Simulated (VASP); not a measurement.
# Rh (P6_3/mmc) in VASP: notebook

The runs below take Rh through single point, with PBE.

Program: VASP 6.6.1. These are calculated values, not measurements. Logs are shortened: lines on timing, memory, paths and dates and some standing lists are left out, and cuts for length are marked.

## 1. The cell of the first run

The structure is hexagonal, space group P6_3/mmc (No. 194). Conventional cell: a = 2.834 Å, b = 2.834 Å, c = 4.596 Å, α = 90.00°, β = 90.00°, γ = 120.00°. Rh (site symmetry -6m2) has 12 Rh at 2.82 to 2.83 Å within 3.7 Å.

This isn't the form of Rh at room conditions, which is fcc.

## 2. Single point, PBE

Input file INCAR:

```
PREC = Accurate
ENCUT = 520
EDIFF = 1E-6
ISMEAR = 0
SIGMA = 0.15
LREAL = False
LASPH = True
NELM = 100
ALGO = Fast
ISIF = 2
LWAVE = False
LCHARG = True
GGA = PE
LELF = True
LVHAR = True
NBANDS = 22
```

Input file KPOINTS:

```
regular mesh
0
Gamma
  18 18 10
```

Input file POSCAR:

```
Rh
1.0
    2.8339000000      0.0000000000      0.0000000000
   -1.4169500000      2.4542293918      0.0000000000
    0.0000000000      0.0000000000      4.5956000000
Rh
2
Direct
    0.6666666667      0.3333333333      0.7500000000
    0.3333333333      0.6666666667      0.2500000000
```

Potentials or basis: VASP PAW PBE potentials, release 64 (Rh_pv).

Run with:

```
> cat potpaw_PBE.64/Rh_pv/POTCAR > POTCAR
> mpirun -np 1 vasp_std > vasp.out
```

OUTCAR:

```text
PREC = Accurate
   ENCUT = 520
   EDIFF = 1E-6
   ISMEAR = 0
   LREAL = False
   LASPH = True
   NELM = 100
   ISIF = 2
   GGA = PE

 ion  position               nearest neighbor table
   1  0.667  0.333  0.750-   2 2.82   2 2.82   2 2.82   2 2.82   2 2.82   2 2.82
   2  0.333  0.667  0.250-   1 2.82   1 2.82   1 2.82   1 2.82   1 2.82   1 2.82

  LATTYP: Found a hexagonal cell.
 ALAT       =     2.8339000000
 C/A-ratio  =     1.6216521402

  Lattice vectors:

 A1 = (   2.8339000000,   0.0000000000,   0.0000000000)
 A2 = (  -1.4169500000,   2.4542293918,   0.0000000000)
 A3 = (   0.0000000000,   0.0000000000,   4.5956000000)

Analysis of symmetry for initial positions (statically):
=====================================================================
 Subroutine PRICEL returns:
 Original cell was already a primitive cell.

 Routine SETGRP: Setting up the symmetry group for a
 hexagonal supercell.

 Subroutine GETGRP returns: Found 24 space group operations
 (whereof 12 operations were pure point group operations)
 out of a pool of 24 trial point group operations.

The static configuration has the point symmetry D_3d.
 The point group associated with its full space group is D_6h.

Analysis of symmetry for dynamics (positions and initial velocities):
=====================================================================
 Subroutine PRICEL returns:
 Original cell was already a primitive cell.

 Routine SETGRP: Setting up the symmetry group for a
 hexagonal supercell.

 Subroutine GETGRP returns: Found 24 space group operations
 (whereof 12 operations were pure point group operations)
 out of a pool of 24 trial point group operations.

The dynamic configuration has the point symmetry D_3d.
 The point group associated with its full space group is D_6h.

 Subroutine INISYM returns: Found 24 space group operations
 (whereof 12 operations are pure point group operations),
 and found     1 'primitive' translations

----------------------------------------------------------------------------------------

                                     Primitive cell

  volume of cell :      31.9626

  direct lattice vectors                    reciprocal lattice vectors
     2.833900000  0.000000000  0.000000000     0.352870602  0.203729937  0.000000000
    -1.416950000  2.454229392  0.000000000     0.000000000  0.407459875  0.000000000
     0.000000000  0.000000000  4.595600000     0.000000000  0.000000000  0.217599443

  length of vectors
     2.833900000  2.833900000  4.595600000     0.407459875  0.407459875  0.217599443

[... 79 lines left out ...]
   NELM   =    100;   NELMIN=  2; NELMDL= -5     # of ELM steps
   EDIFF  = 0.1E-05   stopping-criterion for ELM
   LREAL  =      F    real-space projection
   EDIFFG = 0.1E-04   stopping-criterion for IOM
   NSW    =      0    number of steps for IOM
   IBRION =     -1    ionic relax: 0-MD 1-quasi-New 2-CG
   NFREE  =      0    steps in history (QN), initial steepest desc. (CG)
   ISIF   =      2    stress and relaxation
   ISYM   =      2    0-nonsym 1-usesym 2-fastsym
   POTIM  = 0.5000    time-step for ionic-motion
   TEBEG  =    0.0;   TEEND  =   0.0 temperature during run
   PSTRESS=    0.0 pullay stress
   NELECT =      30.0000    total number of electrons
   NUPDOWN=      -1.0000    fix difference up-down
   EMIN   =  10.00;   EMAX   =-10.00  energy-range for DOS
   EFERMI =   0.00;   METHOD = LEGACY
   ISMEAR =     0;   SIGMA  =   0.15  broadening in eV -4-tet -1-fermi 0-gaus
   EFERMI_NEDOS =   21; number of points for ismear=-14 and -15
   IALGO  =     68    algorithm
   IMIX   =      4    mixing-type and parameters
     AMIX     =   0.40;   BMIX     =  1.00
     AMIX_MAG =   1.60;   BMIX_MAG =  1.00
  volume/ion in A,a.u.               =      15.98       107.85
  Fermi-wavevector in a.u.,A,eV,Ry     =   1.602881  3.029006 34.956463  2.569228
  Thomas-Fermi vector in A             =   2.699632
   LORBIT       =      0    0 simple, 1 ext, 2 COOP (PROOUT), +10 PAW based schemes
   GGA     = PE    functional components
   LHFCALC =     F    Hartree Fock is set to
   AEXX    =    0.0000 exact exchange contribution
   IVDW    =     0    specifies the selected vdW correction
   LEPSILON=     F    determine dielectric tensor
   LRPA    =     F    only Hartree local field effects (RPA)
 non-spin polarized calculation
 RMM-DIIS sequential band-by-band and
 Gauss-broadening in eV      SIGMA  =   0.15
  energy-cutoff  :      520.00
  volume of cell :       31.96
 maximum number of plane-waves:       874
 NGX is ok and might be reduce to    24
   NGX = 11   NGY = 11   NGZ = 17

 number of electron      29.9999997 magnetization

 Free energy of the ion-electron system (eV)
  ---------------------------------------------------
  ext. energy  EPLUGINS =         0.00000000
  ---------------------------------------------------
  free energy    TOTEN  =       -14.15766382 eV

  energy without entropy =      -14.10979111  energy(sigma->0) =      -14.13372747

 E-fermi :   9.4158     XC(G=0): -13.0804

 val. band max:        9.4157559070   @ k =   0.2222   0.1111   0.5000
 cond. band min:       9.4174977489   @ k =   0.3889   0.1667   0.0000
 fundamental gap:      0.0017418419
 Fermi energy:         9.4157626646

 k-point     1 :       0.0000    0.0000    0.0000
  band No.  band energies     occupation
      1     -37.2050      2.00000
      2     -36.8161      2.00000
      3     -36.8161      2.00000
      4     -36.7676      2.00000
      5     -36.7522      2.00000
      6     -36.7522      2.00000
[... 589 lines left out ...]
     21      20.4519      0.00000
     22      22.8879      0.00000

 [... further k-points ...]

------------------------ aborting loop because EDIFF is reached ----------------------------------------

  FORCE on cell =-STRESS in cart. coord.  units (eV):
  Direction    XX          YY          ZZ          XY          YZ          ZX
  --------------------------------------------------------------------------------------
  -------------------------------------------------------------------------------------
  Total       -4.4546108     -4.4546108     -4.7800307      0.0000000      0.0000000      0.0000000
  in kB     -223.2947177   -223.2947177   -239.6069312      0.0000000      0.0000000      0.0000000
  external PRESSURE =    -228.7321222 kB  Pullay stress =       0.0000000 kB

 VOLUME and BASIS-vectors are now :
 -----------------------------------------------------------------------------
  energy-cutoff  :      520.00
  volume of cell :       31.96
      direct lattice vectors                 reciprocal lattice vectors
     2.833900000  0.000000000  0.000000000     0.352870602  0.203729937  0.000000000
    -1.416950000  2.454229392  0.000000000     0.000000000  0.407459875  0.000000000
     0.000000000  0.000000000  4.595600000     0.000000000  0.000000000  0.217599443

 POSITION                                       TOTAL-FORCE (eV/Angst)
 -----------------------------------------------------------------------------------
      1.41695      0.81808      3.44670        -0.000000      0.000000      0.000000
     -0.00000      1.63615      1.14890         0.000000     -0.000000      0.000000
 -----------------------------------------------------------------------------------
    total drift:                               -0.000000      0.000000     -0.000000

  FREE ENERGIE OF THE ION-ELECTRON SYSTEM (eV)
  ---------------------------------------------------
  free  energy   TOTEN  =       -14.1576638224 eV

  energy  without entropy=      -14.1097911121  energy(sigma->0) =      -14.13372747
```

OSZICAR:

```text
N       E                     dE             d eps       ncg     rms          rms(c)
DAV:   1     0.323351163969E+03    0.32335E+03   -0.19136E+04  9816   0.154E+03
DAV:   2    -0.816582965344E+01   -0.33152E+03   -0.32020E+03 10194   0.462E+02
DAV:   3    -0.150875302023E+02   -0.69217E+01   -0.68706E+01 11328   0.753E+01
DAV:   4    -0.151343587683E+02   -0.46829E-01   -0.46824E-01 11122   0.627E+00
DAV:   5    -0.151350947033E+02   -0.73594E-03   -0.73593E-03 11424   0.818E-01    0.101E+01
RMM:   6    -0.141712294977E+02    0.96387E+00   -0.25740E+00  9949   0.132E+01    0.315E+00
RMM:   7    -0.141620794835E+02    0.91500E-02   -0.65941E-02 10294   0.193E+00    0.170E+00
RMM:   8    -0.141579817755E+02    0.40977E-02   -0.88154E-03 10633   0.933E-01    0.201E-01
RMM:   9    -0.141576523575E+02    0.32942E-03   -0.12030E-03 10985   0.296E-01    0.173E-02
RMM:  10    -0.141576658274E+02   -0.13470E-04   -0.12081E-04 11284   0.106E-01    0.102E-02
RMM:  11    -0.141576632488E+02    0.25786E-05   -0.12715E-05 11602   0.301E-02    0.199E-03
RMM:  12    -0.141576638224E+02   -0.57357E-06   -0.22286E-06  7630   0.138E-02
   1 F= -.14157664E+02 E0= -.14133727E+02  d E =-.478727E-01
```

Run time: 3.5 min. Hardware: 1 thread of AMD EPYC 7R43 (Zen 3), shared host; peak memory 0.2 GiB.

Results:

* Free energy: -14.1577 eV
* Pressure: -22.9 GPa
* Band gap on the k mesh: zero (bands 15 and 16 overlap by 1.86 eV)

Caveat: the cell stands under tension.

## 3. Single point, PBE

This run uses another cell than the first one, of 16.04 Å³/atom.

Input file INCAR:

```
  PREC = Accurate
  ENCUT = 520
  EDIFF = 1E-7
  ISMEAR = 0
  SIGMA = 0.15
  LREAL = False
  LASPH = True
  NELM = 80
  ALGO = Fast
  ISIF = 2
  LWAVE = False
  LCHARG = False
  GGA = PE
  NBANDS = 22
```

KPOINTS is that of step 2.

Input file POSCAR:

```
Rh
1.0
    2.8611000000      0.0000000000      0.0000000000
   -1.4305500000      2.4777852828      0.0000000000
    0.0000000000      0.0000000000      4.5254000000
Rh
2
Direct
    0.6666666667      0.3333333333      0.7500000000
    0.3333333333      0.6666666667      0.2500000000
```

Potentials or basis: VASP PAW PBE potentials, release 64 (Rh_pv).

Run with:

```
> cat potpaw_PBE.64/Rh_pv/POTCAR > POTCAR
> mpirun -np 1 vasp_std > vasp.out
```

Run time: 4.2 min. Hardware: 1 thread of AMD EPYC 7R43 (Zen 3), shared host; peak memory 0.2 GiB.

The run converged. Its results:

* Free energy: -14.1405 eV
* Pressure: -23.1 GPa
* Band gap on the k mesh: zero (bands 15 and 16 overlap by 1.85 eV)

Stress tensor (GPa, compression positive):
```
-23.73   0.00   0.00
  0.00 -23.73   0.00
  0.00   0.00 -21.98
```

Levels at points of the mesh, in eV from the Fermi level:
```tsv
k point	band 11	band 12	band 13	band 14	band 15	band 16	band 17	band 18	band 19	band 20
(0.00, 0.00, 0.00)	-2.31	-1.94	-1.94	-1.63	-1.63	0.10	0.10	1.13	7.53	15.64
(0.50, 0.00, 0.00)	-2.05	-1.74	-1.70	0.23	0.49	0.52	2.55	4.32	9.36	9.86
(0.00, 0.00, 0.50)	-2.51	-2.51	-2.49	-2.49	-0.36	-0.36	-0.36	-0.36	14.28	14.28
(0.50, 0.00, 0.50)	-1.37	-1.37	-0.21	-0.21	0.39	0.39	2.48	2.48	7.89	7.89
```

Caveat: the cell stands under tension.

## 4. Single point, PBE

This run uses another cell than the first one, of 16.15 Å³/atom.

Input file INCAR:

```
SYSTEM = Rh
ALGO = Fast ; EDIFF = 1E-7
ENCUT = 520 ; GGA = PE
ISIF = 2 ; ISMEAR = 0
LASPH = .True. ; LCHARG = .False.
LREAL = .False. ; LWAVE = .False.
NBANDS = 22 ; NELM = 60
PREC = Accurate ; SIGMA = 0.15
```

Input file KPOINTS:

```
k-points
0
Gamma
  18 18 10
  0 0 0
```

Input file POSCAR:

```
Rh
1.0
    2.8066000000      0.0000000000      0.0000000000
   -1.4033000000      2.4305868982      0.0000000000
    0.0000000000      0.0000000000      4.7359000000
Rh
2
Direct
    0.6666666667      0.3333333333      0.7500000000
    0.3333333333      0.6666666667      0.2500000000
```

Run with:

```
> cat potpaw_PBE.64/Rh_pv/POTCAR > POTCAR
> mpirun -np 1 vasp_std > vasp.out
```

Run time: 3.8 min. Hardware: 1 thread of AMD EPYC 7R43 (Zen 3), shared host; peak memory 0.21 GiB.

Results (log left out):

* Free energy: -14.0859 eV
* Pressure: -23.8 GPa
* Band gap on the k mesh: zero (bands 15 and 16 overlap by 1.94 eV)

Stress tensor (GPa, compression positive):
```
-21.64   0.00   0.00
  0.00 -21.64   0.00
  0.00   0.00 -28.11
```

Levels at points of the mesh, in eV from the Fermi level:
```csv
k point,band 11,band 12,band 13,band 14,band 15,band 16,band 17,band 18,band 19,band 20
"(0.00, 0.00, 0.00)",-2.32,-1.98,-1.98,-1.22,-1.22,0.15,0.15,0.63,6.64,16.06
"(0.50, 0.00, 0.00)",-2.21,-1.83,-1.50,0.39,0.49,0.67,2.71,4.54,9.14,9.41
"(0.00, 0.00, 0.50)",-2.35,-2.35,-2.35,-2.35,-0.31,-0.31,-0.31,-0.31,13.12,13.12
"(0.50, 0.00, 0.50)",-1.14,-1.14,-0.15,-0.15,0.60,0.60,2.56,2.56,8.03,8.03
```

Caveat: the cell stands under tension.

## 5. Overview

```tsv
cell	further INCAR settings	gap on the mesh (eV)	pressure (GPa)
a = 2.834, b = 2.834, c = 4.596 Å, angles 90.0, 90.0, 120.0°, 2 atoms	ALGO = Fast; EDIFF = 1e-06; NBANDS = 22	none	-22.9
a = 2.861, b = 2.861, c = 4.525 Å, angles 90.0, 90.0, 120.0°, 2 atoms	ALGO = Fast; EDIFF = 1e-07; NBANDS = 22	none	-23.1
a = 2.807, b = 2.807, c = 4.736 Å, angles 90.0, 90.0, 120.0°, 2 atoms	ALGO = Fast; EDIFF = 1e-07; NBANDS = 22	none	-23.8
```

Alike in all rows: task single point; level PBE; potentials or basis VASP PAW PBE potentials, release 64 (Rh_pv); no spin polarisation; k mesh 18 × 18 × 10; cutoff (eV) 520; smearing gaussian 0.15 eV.

Caveats: the cell stands under tension.

Total energies depend on the potentials used, so only differences within one code and one set of settings carry meaning.
